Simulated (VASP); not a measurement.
# Cl in VASP: relaxation of cell and atoms with PBE

Aim: the relaxation of cell and atoms of Cl with PBE.

All numbers are computed with VASP 6.6.1; they aren't measurements. Logs are shortened: lines on timing, memory, paths and dates and some standing lists are left out, and cuts for length are marked.

## (1) The cell of the first run

The typed cell holds 2 atoms: a = 3.528 Å, b = 3.528 Å, c = 5.568 Å, α = 90.00°, β = 90.00°, γ = 120.00°.

## (2) Relaxation of cell and atoms, PBE

Input file INCAR:

```
PREC = Accurate ; ENCUT = 600
EDIFF = 1E-7 ; ISMEAR = -1
SIGMA = 0.1 ; LREAL = F
LASPH = T ; NELM = 60
ALGO = Normal ; ISIF = 3
LWAVE = F ; LCHARG = F
GGA = PE ; IBRION = 2
NSW = 80 ; EDIFFG = -0.03
```

Input file KPOINTS:

```
Automatic mesh
0
Gamma
  11 11 6
```

Input file POSCAR:

```
Cl
1.0
    3.5275960000      0.0000000000      0.0000000000
   -1.7637980000      3.0549890000      0.0000000000
    0.0000000000      0.0000000000      5.5678010000
Cl
2
Direct
    0.3333000000      0.6667000000      0.2500000000
    0.6666000000      0.3333000000      0.7500000000
```

Potentials or basis: VASP PAW PBE potentials, release 64 (Cl).

Command:

```sh
$ cat potpaw_PBE.64/Cl/POTCAR > POTCAR
$ mpirun -np 1 vasp_std > vasp.out
```

OUTCAR:

```text
PREC = Accurate
   ENCUT = 600
   EDIFF = 1E-7
   ISMEAR = -1
   LREAL = F
   LASPH = T
   NELM = 60
   ISIF = 3
   GGA = PE
   IBRION = 2
   NSW = 80
   EDIFFG = -0.03

 ion  position               nearest neighbor table
   1  0.333  0.667  0.250-
   2  0.667  0.333  0.750-

  LATTYP: Found a hexagonal cell.
 ALAT       =     3.5275960000
 C/A-ratio  =     1.5783556280

  Lattice vectors:

 A1 = (   3.5275960000,   0.0000000000,   0.0000000000)
 A2 = (  -1.7637980000,   3.0549890000,   0.0000000000)
 A3 = (   0.0000000000,   0.0000000000,   5.5678010000)

Analysis of symmetry for initial positions (statically):
=====================================================================
 Subroutine PRICEL returns:
 Original cell was already a primitive cell.

 Routine SETGRP: Setting up the symmetry group for a
 hexagonal supercell.

 Subroutine GETGRP returns: Found  8 space group operations
 (whereof  2 operations were pure point group operations)
 out of a pool of 24 trial point group operations.

The static configuration has the point symmetry C_2 .
 The point group associated with its full space group is D_2h.

Analysis of symmetry for dynamics (positions and initial velocities):
=====================================================================
 Subroutine PRICEL returns:
 Original cell was already a primitive cell.

 Routine SETGRP: Setting up the symmetry group for a
 hexagonal supercell.

 Subroutine GETGRP returns: Found  8 space group operations
 (whereof  2 operations were pure point group operations)
 out of a pool of 24 trial point group operations.

The dynamic configuration has the point symmetry C_2 .
 The point group associated with its full space group is D_2h.

 Subroutine INISYM returns: Found  8 space group operations
 (whereof  2 operations are pure point group operations),
 and found     1 'primitive' translations

----------------------------------------------------------------------------------------

                                     Primitive cell

  volume of cell :      60.0029

  direct lattice vectors                    reciprocal lattice vectors
     3.527596000  0.000000000  0.000000000     0.283479174  0.163666710  0.000000000
    -1.763798000  3.054989000  0.000000000     0.000000000  0.327333421  0.000000000
     0.000000000  0.000000000  5.567801000     0.000000000  0.000000000  0.179604120

  length of vectors
     3.527596000  3.527597082  5.567801000     0.327333521  0.327333421  0.179604120
[... 80 lines left out ...]
   NELM   =     60;   NELMIN=  2; NELMDL= -5     # of ELM steps
   EDIFF  = 0.1E-06   stopping-criterion for ELM
   LREAL  =      F    real-space projection
   EDIFFG = -.3E-01   stopping-criterion for IOM
   NSW    =     80    number of steps for IOM
   IBRION =      2    ionic relax: 0-MD 1-quasi-New 2-CG
   NFREE  =      1    steps in history (QN), initial steepest desc. (CG)
   ISIF   =      3    stress and relaxation
   ISYM   =      2    0-nonsym 1-usesym 2-fastsym
   POTIM  = 0.5000    time-step for ionic-motion
   TEBEG  =    0.0;   TEEND  =   0.0 temperature during run
   PSTRESS=    0.0 pullay stress
   NELECT =      14.0000    total number of electrons
   NUPDOWN=      -1.0000    fix difference up-down
   EMIN   =  10.00;   EMAX   =-10.00  energy-range for DOS
   EFERMI =   0.00;   METHOD = LEGACY
   ISMEAR =    -1;   SIGMA  =   0.10  broadening in eV -4-tet -1-fermi 0-gaus
   EFERMI_NEDOS =   21; number of points for ismear=-14 and -15
   IALGO  =     38    algorithm
   IMIX   =      4    mixing-type and parameters
     AMIX     =   0.40;   BMIX     =  1.00
     AMIX_MAG =   1.60;   BMIX_MAG =  1.00
  volume/ion in A,a.u.               =      30.00       202.46
  Fermi-wavevector in a.u.,A,eV,Ry     =   1.007844  1.904550 13.820120  1.015750
  Thomas-Fermi vector in A             =   2.140674
   LORBIT       =      0    0 simple, 1 ext, 2 COOP (PROOUT), +10 PAW based schemes
   GGA     = PE    functional components
   LHFCALC =     F    Hartree Fock is set to
   AEXX    =    0.0000 exact exchange contribution
   IVDW    =     0    specifies the selected vdW correction
   LEPSILON=     F    determine dielectric tensor
   LRPA    =     F    only Hartree local field effects (RPA)
 conjugate gradient relaxation of ions
 non-spin polarized calculation
  energy-cutoff  :      600.00
  volume of cell :       60.00
 maximum number of plane-waves:      2019
   NGX = 15   NGY = 15   NGZ = 23

--------------------------------------- Ionic step        1  -------------------------------------------

 number of electron      14.0000000 magnetization

 Free energy of the ion-electron system (eV)
  ---------------------------------------------------
  ext. energy  EPLUGINS =         0.00000000
  ---------------------------------------------------
  free energy    TOTEN  =        -1.60921175 eV

  energy without entropy =       -1.38429644  energy(sigma->0) =       -1.49675409

------------------------ aborting loop because EDIFF is reached ----------------------------------------

  FORCE on cell =-STRESS in cart. coord.  units (eV):
  Direction    XX          YY          ZZ          XY          YZ          ZX
  --------------------------------------------------------------------------------------
  -------------------------------------------------------------------------------------
  Total       -1.1001793     -1.1002962     -1.6852009     -0.0000000     -0.0000000      0.0000000
  in kB      -29.3766226    -29.3797431    -44.9976735     -0.0000000     -0.0000000      0.0000000
  external PRESSURE =     -34.5846797 kB  Pullay stress =       0.0000000 kB
[... 1115 lines left out ...]
  band No.  band energies     occupation
      1     -11.4866      2.00000
      2     -10.4284      2.00000
      3      -1.1521      2.00000
      4       0.1311      2.00000
      5       0.4586      2.00000
      6       0.9696      2.00000
      7       1.8974      2.00000
      8       3.4547      0.45617
      9      10.9728      0.00000
     10      13.2946      0.00000
     11      15.2928      0.00000

 [... further k-points ...]

[... ionic steps 4 to 15 ...]

--------------------------------------- Ionic step       16  -------------------------------------------

 number of electron      13.9999999 magnetization

------------------------ aborting loop because EDIFF is reached ----------------------------------------
[... 67 lines left out ...]
--------------------------------------- Ionic step       18  -------------------------------------------

 number of electron      14.0000001 magnetization

 Free energy of the ion-electron system (eV)
  ---------------------------------------------------
  ext. energy  EPLUGINS =         0.00000000
  ---------------------------------------------------
  free energy    TOTEN  =        -2.23466092 eV

  energy without entropy =       -2.12638948  energy(sigma->0) =       -2.18052520

 E-fermi :   1.2792     XC(G=0):  -9.0041

 val. band max:        1.2760714911   @ k =   0.4545   0.0909   0.1667
 cond. band min:       1.2900076728   @ k =   0.0000   0.4545   0.1667
 fundamental gap:      0.0139361817
 Fermi energy:         1.2791648071
[... 365 lines left out ...]
  FREE ENERGIE OF THE ION-ELECTRON SYSTEM (eV)
  ---------------------------------------------------
  free  energy   TOTEN  =        -2.2346609248 eV

  energy  without entropy=       -2.1263894762  energy(sigma->0) =       -2.18052520

 reached required accuracy - stopping structural energy minimisation
```

It took 14 min on 1 thread of Intel Xeon Platinum 8259CL at 2.50GHz (Skylake/Cascade Lake), shared host; peak memory 0.26 GiB.

Results:

| Property | Result |
| --- | --- |
| Free energy | -2.2347 eV |
| Relaxed volume | 23.14 Å³/atom |
| Relaxed cell | a = 3.689 Å, b = 3.689 Å, c = 3.926 Å, α = 90.00°, β = 90.00°, γ = 120.00° |
| Space group after relaxing (to 0.1 Å) | P6_3/mmc (No. 194) |
| Energy gained by relaxing | 312.7 meV/atom |
| Ionic steps | 18 |
| Pressure after relaxing | 0.0 GPa |
| Band gap on the k mesh | zero (bands 7 and 8 overlap by 1.85 eV) |

Stress tensor (GPa, compression positive):
```
-0.04  0.00  0.00
 0.00 -0.04  0.00
 0.00  0.00  0.10
```

The path:
```tsv
step	energy change (eV)	largest force (eV/Å)	pressure (GPa)	volume (Å³)
1	0.0000	0.0001	-3.46	60.00
2	-0.1233	0.0001	-3.29	54.55
3	-0.3031	0.0001	2.64	40.14
4	-0.3071	0.0001	-0.31	43.79
5	-0.3127	0.0001	0.61	42.42
6	-0.4101	0.0002	2.38	40.43
7	0.0259	0.0004	22.24	33.74
8	-0.4495	0.0003	4.15	39.20
9	-0.4536	0.0005	6.17	38.19
10	-0.4914	0.0006	6.10	38.68
11	-0.5173	0.0007	6.44	39.53
12	-0.5828	0.0008	3.57	41.69
13	-0.6218	0.0009	0.58	44.88
14	-0.6234	0.0009	0.05	45.62
15	-0.6234	0.0009	-0.03	45.75
16	-0.6239	0.0010	-0.03	45.81
17	-0.6250	0.0013	-0.02	45.97
18	-0.6254	0.0019	0.00	46.28
```

Final structure:
```yaml
crystal:
  lattice:
    - [3.68941, 0.00000, 0.00000]
    - [-1.84471, 3.19497, 0.00000]
    - [0.00000, 0.00000, 3.92627]
  atoms:
    - { symbol: Cl, position: [0.33337, 0.66683, 0.25000] }
    - { symbol: Cl, position: [0.66653, 0.33317, 0.75000] }
```

Caveat: the volume moved by over 15 % at a fixed basis, so the end points are rough.
